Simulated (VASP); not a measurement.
Here is a VASP 6.6.1 calculation.

File INCAR:

```
  PREC = Accurate
  ENCUT = 520
  EDIFF = 1E-7
  ISMEAR = -1
  SIGMA = 0.05
  LREAL = F
  LASPH = T
  NELM = 150
  ALGO = Normal
  ISIF = 2
  LWAVE = F
  LCHARG = F
  ISPIN = 2
  MAGMOM = 2 0
  LORBIT = 11
  LMAXMIX = 4
  GGA = PS
  NBANDS = 18
```

KPOINTS

```
regular mesh
0
Gamma
  11 11 11
```

Contents of POSCAR:

```
CoO
1.0
    1.4747370529      0.8514398345      2.3901185036
   -1.4747370529      0.8514398345      2.3901185036
    0.0000000000     -1.7028796690      2.3901185036
Co O
1 1
Direct
    0.0000000000      0.0000000000      0.0000000000
    0.5000000000      0.5000000000      0.5000000000
```

Potentials or basis: VASP PAW PBE potentials, release 64 (Co, O).

Launch:

```bash
$ cat potpaw_PBE.64/Co/POTCAR potpaw_PBE.64/O/POTCAR > POTCAR
$ mpirun -np 1 vasp_std > vasp.out
```

(1) Predict the net moment.

(2) Estimate the pressure.

(3) What does it give for the site moments?

Results:

(1) 2.74 μB per cell.

(2) 0.8 GPa.

(3) Co +2.42; O +0.27 μB.

Caveat: the PAW data sets were made with another functional, which shifts forces and pressure a little; a cell with one magnetic atom can't hold antiferromagnetic order, which such compounds often take.
